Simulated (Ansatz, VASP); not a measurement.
## Two plane-wave programs on GaP

INCAR

```
SYSTEM = GaP
PREC = Accurate
ENCUT = 520
EDIFF = 1E-6
ISMEAR = 0
SIGMA = 0.05
LREAL = .FALSE.
LASPH = .TRUE.
NELM = 80
ALGO = Normal
ISIF = 2
LWAVE = .FALSE.
LCHARG = .TRUE.
GGA = PE
LELF = .TRUE.
LVHAR = .TRUE.
NBANDS = 16
```

KPOINTS

```
Automatic mesh
0
G
  10 10 10
  0 0 0
```

File POSCAR:

```
GaP
1.0
    0.0000000000      2.6326149683      2.8522372354
    2.8522372354      0.0000000000      2.8522372354
    2.8522372354      2.6326149683      0.0000000000
Ga P
1 1
Direct
    0.0000000000      0.0000000000      0.0000000000
    0.7500000000      0.7500000000      0.7500000000
```

Input for Ansatz:

```yaml
crystal:
  lattice:
    - [0.0, 2.6326149683, 2.8522372354]
    - [2.8522372354, 0.0, 2.8522372354]
    - [2.8522372354, 2.6326149683, 0.0]
  atoms:
    - { symbol: Ga, position: [0.0, 0.0, 0.0] }
    - { symbol: P, position: [0.75, 0.75, 0.75] }
basis:
  ecutwfc: 420
kpoints:
  mp_grid: { grid: [10, 10, 10] }
hamiltonian:
  xc: pbe
  pseudopotentials: { kind: paw, azcp: { folder: soft_1 } }
scf:
  occupations: { method: gaussian, width: 0.05 }
output:
  forces: true
  stress: true
  eigenvalues: true
```

Alike in both runs: task single point; functional PBE; k mesh 10 × 10 × 10; occupations gaussian, width 0.05 eV; no spin polarisation.

```csv
,VASP,Ansatz
version,VASP 6.6.1,Ansatz 0.2.0
potentials or method,"VASP PAW PBE potentials, release 64 (Ga_d, P), cutoff 520 eV","scalar-relativistic, plane waves, PAW"
valence electrons in the cell,18,18
```

|  | VASP | Ansatz | Ansatz less VASP |
| --- | --- | --- | --- |
| gap on the k mesh at the Fermi level (eV) | 0.97 | 0.97 | +0.001 |
| least direct gap on the mesh (eV) | 1.07 | 1.07 | +0.004 |
| pressure (GPa) | -2.0 | -2.0 | +0.07 |
| traceless stress, the component that is largest in VASP (GPa) | 3.34 | 3.34 | -0.005 |

The functional is the same, so the differences come from potentials, cutoffs and numerics.
